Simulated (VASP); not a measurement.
# Na (I4/mmm) in VASP: further runs

Runs on Na. Level: r2SCAN. Tasks: single point.

Program: VASP 6.6.1. These are calculated values, not measurements. Logs are shortened: lines on timing, memory, paths and dates and some standing lists are left out, and cuts for length are marked.

## Step 1: The cell of the first run

Symmetry: I4/mmm, No. 139, tetragonal system. The conventional cell has a = 4.235 Å, b = 4.235 Å, c = 4.108 Å, α = 90.00°, β = 90.00°, γ = 90.00°. Within 4.8 Å of Na (site symmetry 4/mmm) lie 14 Na at 3.63 to 4.24 Å.

## Step 2: Single point, r2SCAN (strain +0.000 along x and y, -0.030 along z)

POSCAR reads:

```
Na
1.0
   -2.1175000000      2.1175000000      2.0539750000
    2.1175000000     -2.1175000000      2.0539750000
    2.1175000000      2.1175000000     -2.0539750000
Na
1
Direct
    0.0000000000      0.0000000000      0.0000000000
```

INCAR.step1 reads:

```
SYSTEM = Na
  ALGO = Normal
  EDIFF = 1E-4
  ENCUT = 520
  GGA = PE
  ISMEAR = 0
  LASPH = .TRUE.
  LCHARG = .FALSE.
  LREAL = .FALSE.
  LWAVE = .TRUE.
  NBANDS = 10
  NELM = 100
  PREC = Accurate
  SIGMA = 0.15
```

INCAR.step2 reads:

```
SYSTEM = Na
  ALGO = Normal
  EDIFF = 1E-7
  ENCUT = 520
  ISIF = 2
  ISMEAR = 0
  ISTART = 1
  LASPH = .TRUE.
  LCHARG = .FALSE.
  LMIXTAU = .TRUE.
  LREAL = .FALSE.
  LWAVE = .FALSE.
  METAGGA = R2SCAN
  NBANDS = 10
  NELM = 100
  PREC = Accurate
  SIGMA = 0.15
```

KPOINTS reads:

```
k-points
0
G
  16 16 16
  0 0 0
```

Potentials or basis: VASP PAW PBE potentials, release 64 (Na_pv).

The run is started by

```bash
cat potpaw_PBE.64/Na_pv/POTCAR > POTCAR
cp INCAR.step1 INCAR
mpirun -np 1 vasp_std > vasp.out
cp INCAR.step2 INCAR
mpirun -np 1 vasp_std > vasp.out
```

OUTCAR:

```text
SYSTEM = Na
   EDIFF = 1E-7
   ENCUT = 520
   ISIF = 2
   ISMEAR = 0
   ISTART = 1
   LASPH = .TRUE.
   LREAL = .FALSE.
   METAGGA = R2SCAN
   NELM = 100
   PREC = Accurate

 ion  position               nearest neighbor table
   1  0.000  0.000  0.000-

  LATTYP: Found a body centered tetragonal cell.
 ALAT       =     4.2350000000
 C/A-ratio  =     0.9700000000

  Lattice vectors:

 A1 = (  -2.1175000000,   2.1175000000,   2.0539750000)
 A2 = (   2.1175000000,  -2.1175000000,   2.0539750000)
 A3 = (   2.1175000000,   2.1175000000,  -2.0539750000)

Analysis of symmetry for initial positions (statically):
=====================================================================
 Subroutine PRICEL returns:
 Original cell was already a primitive cell.

 Routine SETGRP: Setting up the symmetry group for a
 body centered tetragonal supercell.

 Subroutine GETGRP returns: Found 16 space group operations
 (whereof 16 operations were pure point group operations)
 out of a pool of 16 trial point group operations.

The static configuration has the point symmetry D_4h.

Analysis of symmetry for dynamics (positions and initial velocities):
=====================================================================
 Subroutine PRICEL returns:
 Original cell was already a primitive cell.

 Routine SETGRP: Setting up the symmetry group for a
 body centered tetragonal supercell.

 Subroutine GETGRP returns: Found 16 space group operations
 (whereof 16 operations were pure point group operations)
 out of a pool of 16 trial point group operations.

The dynamic configuration has the point symmetry D_4h.

 Subroutine INISYM returns: Found 16 space group operations
 (whereof 16 operations are pure point group operations),
 and found     1 'primitive' translations

----------------------------------------------------------------------------------------

                                     Primitive cell

  volume of cell :      36.8385

  direct lattice vectors                    reciprocal lattice vectors
    -2.117500000  2.117500000  2.053975000     0.000000000  0.236127509  0.243430421
     2.117500000 -2.117500000  2.053975000     0.236127509  0.000000000  0.243430421
     2.117500000  2.117500000 -2.053975000     0.236127509  0.236127509  0.000000000

  length of vectors
     3.631311857  3.631311857  3.631311857     0.339137982  0.339137982  0.333934725

  position of ions in fractional coordinates (direct lattice)
     0.000000000  0.000000000  0.000000000

  ion indices of the primitive-cell ions
[... 74 lines left out ...]
   EDIFF  = 0.1E-06   stopping-criterion for ELM
   LREAL  =      F    real-space projection
   EDIFFG = 0.1E-05   stopping-criterion for IOM
   NSW    =      0    number of steps for IOM
   IBRION =     -1    ionic relax: 0-MD 1-quasi-New 2-CG
   NFREE  =      0    steps in history (QN), initial steepest desc. (CG)
   ISIF   =      2    stress and relaxation
   ISYM   =      2    0-nonsym 1-usesym 2-fastsym
   POTIM  = 0.5000    time-step for ionic-motion
   TEBEG  =    0.0;   TEEND  =   0.0 temperature during run
   PSTRESS=    0.0 pullay stress
   NELECT =       7.0000    total number of electrons
   NUPDOWN=      -1.0000    fix difference up-down
   EMIN   =  10.00;   EMAX   =-10.00  energy-range for DOS
   EFERMI =   0.00;   METHOD = LEGACY
   ISMEAR =     0;   SIGMA  =   0.15  broadening in eV -4-tet -1-fermi 0-gaus
   EFERMI_NEDOS =   21; number of points for ismear=-14 and -15
   IALGO  =     38    algorithm
   IMIX   =      4    mixing-type and parameters
     AMIX     =   0.40;   BMIX     =  1.00
     AMIX_MAG =   1.60;   BMIX_MAG =  1.00
  volume/ion in A,a.u.               =      36.84       248.60
  Fermi-wavevector in a.u.,A,eV,Ry     =   0.941182  1.778576 12.052356  0.885823
  Thomas-Fermi vector in A             =   2.068667
   LORBIT       =      0    0 simple, 1 ext, 2 COOP (PROOUT), +10 PAW based schemes
   METAGGA = R2SCAN    functional components
   LHFCALC =     F    Hartree Fock is set to
   AEXX    =    0.0000 exact exchange contribution
   IVDW    =     0    specifies the selected vdW correction
   LEPSILON=     F    determine dielectric tensor
   LRPA    =     F    only Hartree local field effects (RPA)
 non-spin polarized calculation
 Gauss-broadening in eV      SIGMA  =   0.15
  energy-cutoff  :      520.00
  volume of cell :       36.84
 maximum number of plane-waves:      1009
   NGX = 13   NGY = 13   NGZ = 13

 number of electron       7.0000001 magnetization

 Free energy of the ion-electron system (eV)
  ---------------------------------------------------
  ext. energy  EPLUGINS =         0.00000000
  ---------------------------------------------------
  free energy    TOTEN  =        -3.55597357 eV

  energy without entropy =       -3.55115128  energy(sigma->0) =       -3.55356243

 E-fermi :   0.3657     XC(G=0):  -6.9364

 val. band max:        0.3641667595   @ k =  -0.3125   0.3125   0.3125
 cond. band min:       0.3824802263   @ k =   0.4375   0.0000   0.0000
 fundamental gap:      0.0183134668
 Fermi energy:         0.3656785554

 k-point     1 :       0.0000    0.0000    0.0000
  band No.  band energies     occupation
      1     -25.6400      2.00000
      2     -25.6397      2.00000
      3     -25.6395      2.00000
      4      -3.1365      2.00000
      5      12.4967      0.00000
      6      12.9994      0.00000
      7      12.9998      0.00000
      8      13.7888      0.00000
      9      14.3038      0.00000
     10      14.4796      0.00000
[... 287 lines left out ...]
 k-point    24 :      -0.0625    0.0625    0.0000
  band No.  band energies     occupation
      1     -25.6411      2.00000
      2     -25.6404      2.00000
      3     -25.6395      2.00000
      4      -3.0641      2.00000
      5      11.5965      0.00000
      6      12.5395      0.00000
      7      12.8001      0.00000
      8      13.2534      0.00000
      9      13.6347      0.00000
     10      14.8206      0.00000

 [... further k-points ...]
[... 5 lines left out ...]
  --------------------------------------------------------------------------------------
  -------------------------------------------------------------------------------------
  Total        0.0505651      0.0505651      0.0636376      0.0000000     -0.0000000      0.0000000
  in kB        2.1991742      2.1991742      2.7677205      0.0000000     -0.0000000      0.0000000
  external PRESSURE =       2.3886896 kB  Pullay stress =       0.0000000 kB

 VOLUME and BASIS-vectors are now :
 -----------------------------------------------------------------------------
  energy-cutoff  :      520.00
  volume of cell :       36.84
      direct lattice vectors                 reciprocal lattice vectors
    -2.117500000  2.117500000  2.053975000     0.000000000  0.236127509  0.243430421
     2.117500000 -2.117500000  2.053975000     0.236127509  0.000000000  0.243430421
     2.117500000  2.117500000 -2.053975000     0.236127509  0.236127509  0.000000000

 POSITION                                       TOTAL-FORCE (eV/Angst)
 -----------------------------------------------------------------------------------
      0.00000      0.00000      0.00000         0.000000     -0.000000     -0.000000
 -----------------------------------------------------------------------------------
    total drift:                                0.000000     -0.000000      0.000000

  FREE ENERGIE OF THE ION-ELECTRON SYSTEM (eV)
  ---------------------------------------------------
  free  energy   TOTEN  =        -3.5559735680 eV

  energy  without entropy=       -3.5511512832  energy(sigma->0) =       -3.55356243
```

OUTCAR.step1:

```text
SYSTEM = Na
   EDIFF = 1E-4
   ENCUT = 520
   GGA = PE
   ISMEAR = 0
   LASPH = .TRUE.
[... 530 lines left out ...]
 -----------------------------------------------------------------------------------
      0.00000      0.00000      0.00000         0.000000      0.000000      0.000000
 -----------------------------------------------------------------------------------
    total drift:                                0.000000     -0.000000      0.000000

  FREE ENERGIE OF THE ION-ELECTRON SYSTEM (eV)
  ---------------------------------------------------
  free  energy   TOTEN  =        -1.3139955461 eV

  energy  without entropy=       -1.3089276015  energy(sigma->0) =       -1.31146157
```

Wall time 9.6 min (1 thread of Oxide Virtual Turin-like, shared host); peak memory 0.2 GiB.

What came out:

```
Free energy : -3.5560 eV
Pressure    : 0.2 GPa
```

Caveat: the cell differs from its parent crystal (strain +0.000 along x and y, -0.030 along z); the PAW data sets were made with another functional, which shifts forces and pressure a little.

## Step 3: Single point, r2SCAN (strain +0.000 along x and y, +0.030 along z)

POSCAR reads:

```
Na
1.0
   -2.1175000000      2.1175000000      2.1810250000
    2.1175000000     -2.1175000000      2.1810250000
    2.1175000000      2.1175000000     -2.1810250000
Na
1
Direct
    0.0000000000      0.0000000000      0.0000000000
```

INCAR.step1 reads:

```
SYSTEM = Na
PREC = Accurate ; ENCUT = 520
ISMEAR = 0 ; SIGMA = 0.15
LREAL = .FALSE. ; LASPH = .TRUE.
NELM = 100 ; NBANDS = 10
GGA = PE ; ALGO = Normal
EDIFF = 1E-4 ; LWAVE = .TRUE.
LCHARG = .FALSE.
```

INCAR.step2 reads:

```
SYSTEM = Na
PREC = Accurate ; ENCUT = 520
EDIFF = 1E-6 ; ISMEAR = 0
SIGMA = 0.15 ; LREAL = .FALSE.
LASPH = .TRUE. ; NELM = 100
ALGO = Normal ; ISIF = 2
LWAVE = .FALSE. ; LCHARG = .FALSE.
METAGGA = R2SCAN ; LMIXTAU = .TRUE.
NBANDS = 10 ; ISTART = 1
```

KPOINTS reads:

```
Automatic mesh
0
G
  16 16 16
  0 0 0
```

Potentials or basis: VASP PAW PBE potentials, release 64 (Na_pv).

The run is started by

```bash
cat potpaw_PBE.64/Na_pv/POTCAR > POTCAR
cp INCAR.step1 INCAR
mpirun -np 1 vasp_std > vasp.out
cp INCAR.step2 INCAR
mpirun -np 1 vasp_std > vasp.out
```

It took 5.8 min on 1 thread of Oxide Virtual Turin-like, shared host; peak memory 0.21 GiB.

The run converged. Its results:

```yaml
Free_energy: -3.5555 eV
Pressure: -0.3 GPa
```

Stress tensor (GPa, compression positive):
```
-0.24  0.00  0.00
 0.00 -0.24  0.00
 0.00  0.00 -0.37
```

Levels at points of the mesh, in eV from the Fermi level:
| k point | band 1 | band 2 | band 3 | band 4 | band 5 | band 6 |
| --- | --- | --- | --- | --- | --- | --- |
| (0.00, 0.00, 0.00) | -26.06 | -26.06 | -26.06 | -3.38 | 11.93 | 11.93 |
| (0.50, 0.00, 0.00) | -26.09 | -26.07 | -26.06 | 0.67 | 1.33 | 8.58 |
| (0.50, 0.50, 0.00) | -26.09 | -26.07 | -26.06 | 0.79 | 1.46 | 8.19 |
| (0.50, 0.50, 0.50) | -26.08 | -26.08 | -26.08 | 4.48 | 4.75 | 4.76 |

Caveat: the cell differs from its parent crystal (strain +0.000 along x and y, +0.030 along z); the PAW data sets were made with another functional, which shifts forces and pressure a little.
